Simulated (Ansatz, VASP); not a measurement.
**BN in VASP and in Ansatz**

The input INCAR:

```
PREC = Accurate
ENCUT = 600
EDIFF = 1E-6
ISMEAR = -1
SIGMA = 0.05
LREAL = F
LASPH = T
NELM = 100
ALGO = Normal
ISIF = 3
LWAVE = F
LCHARG = F
IBRION = 2
NSW = 60
EDIFFG = -0.005
```

KPOINTS

```
Automatic mesh
0
Gamma
  15 15 15
```

File POSCAR:

```
BN
1.0
    0.0000000000      2.1544346900      2.1544346900
    2.1544346900      0.0000000000      2.1544346900
    2.1544346900      2.1544346900      0.0000000000
B N
1 1
Direct
    0.0000000000      0.0000000000      0.0000000000
    0.5000000000      0.5000000000      0.5000000000
```

Input for Ansatz:

```yaml
crystal:
  lattice:
    - [0.0, 2.15443469, 2.15443469]
    - [2.15443469, 0.0, 2.15443469]
    - [2.15443469, 2.15443469, 0.0]
  atoms:
    - { symbol: B, position: [0.0, 0.0, 0.0] }
    - { symbol: "N", position: [0.5, 0.5, 0.5] }
kpoints:
  mp_grid: { grid: [15, 15, 15] }
scf:
  occupations: { method: fermi_dirac, width: 0.05 }
hamiltonian:
  xc: lda
  pseudopotentials: { kind: paw }
output:
  forces: true
  stress: true
relax:
  f_tol: 0.005
  max_steps: 40
  cell: {}
```

Alike in both runs: task relaxation of cell and atoms; functional LDA; k mesh 15 × 15 × 15; occupations fermi-dirac, width 0.05 eV; no spin polarisation.

```csv
,VASP,Ansatz
version,VASP 6.6.1,Ansatz 0.2.0
potentials or method,"VASP PAW LDA potentials, release 64 (B, N)","PAW with Ansatz's default frozen-core files, scalar-relativistic"
plane-wave cutoff (eV),600,420
valence electrons in the cell,8,8
```

Ansatz gave:

| Quantity | Value |
| --- | --- |
| relaxed volume (Å³/atom) | 5.18 |
| relaxed cell length with the largest relative difference (Å) | 2.446 |

**Question.** What did VASP give for the same quantities?

**Answer.** Relaxed volume (Å³/atom): 5.19; relaxed cell length with the largest relative difference (Å): 2.448.

LDA's correlation is that of Perdew and Zunger in VASP and of Perdew and Wang (1992) in Ansatz.

Noted on VASP's run: the volume moved by over 15 % at a fixed basis, so the end points are rough.
